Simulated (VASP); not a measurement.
Here is a VASP 6.6.1 calculation.

The input INCAR:

```
SYSTEM = V
ALGO = Normal
EDIFF = 1E-6
EDIFFG = -0.005
ENCUT = 600
GGA = PE
IBRION = 2
ISIF = 3
ISMEAR = 0
LASPH = .TRUE.
LCHARG = .FALSE.
LREAL = .FALSE.
LWAVE = .FALSE.
NELM = 100
NSW = 100
PREC = Accurate
SIGMA = 0.1
```

The input KPOINTS:

```
k-points
0
G
  20 20 20
  0 0 0
```

File POSCAR:

```
V
1.0
   -1.5143500000      1.5143500000      1.5143500000
    1.5143500000     -1.5143500000      1.5143500000
    1.5143500000      1.5143500000     -1.5143500000
V
1
Direct
    0.0000000000      0.0000000000      0.0000000000
```

Potentials or basis: VASP PAW PBE potentials, release 64 (V_sv).

The run is started by

```sh
$ cat potpaw_PBE.64/V_sv/POTCAR > POTCAR
$ mpirun -np 1 vasp_std > vasp.out
```

(1) Estimate the relaxed cell.

(2) Estimate the band gap on the k mesh.

(3) What does it give for the relaxed volume?

(4) What does it give for the space group after relaxing (to 0.1 Å)?

Results:

(1) a = 2.596 Å, b = 2.596 Å, c = 2.596 Å, α = 109.47°, β = 109.47°, γ = 109.47°.

(2) zero (an odd number of electrons rules out a gap without spin polarisation).

(3) 13.47 Å³/atom.

(4) Im-3m (No. 229).
